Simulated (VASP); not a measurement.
Input of a VASP 6.6.1 run:

File INCAR:

```
SYSTEM = Si
  PREC = Accurate
  ENCUT = 520
  EDIFF = 1E-6
  ISMEAR = -1
  SIGMA = 0.05
  LREAL = .FALSE.
  LASPH = .TRUE.
  NELM = 60
  ALGO = Normal
  ISIF = 2
  LWAVE = .FALSE.
  LCHARG = .TRUE.
  GGA = PE
  LELF = .TRUE.
  LVHAR = .TRUE.
  NBANDS = 11
```

The input KPOINTS:

```
regular mesh
0
G
  11 8 1
  0 0 0
```

The input POSCAR:

```
Si
1.0
    2.4456700000      0.0000000000      0.0000000000
    0.0000000000      3.3704800000      0.0000000000
    0.0000000000      0.0000000000     27.4086300000
Si
2
Direct
    0.0000000000      0.0000000000      0.3217459256
    0.5000000000      0.5000000000      0.2620140744
```

Potentials or basis: VASP PAW PBE potentials, release 64 (Si).

Command:

```sh
$ cat potpaw_PBE.64/Si/POTCAR > POTCAR
$ mpirun -np 1 vasp_std > vasp.out
```

(1) Predict the largest force.

(2) What does it give for the band gap on the k mesh?

Answers

(1) 0.009 eV/Å.

(2) zero (bands 4 and 5 overlap by 1.02 eV).
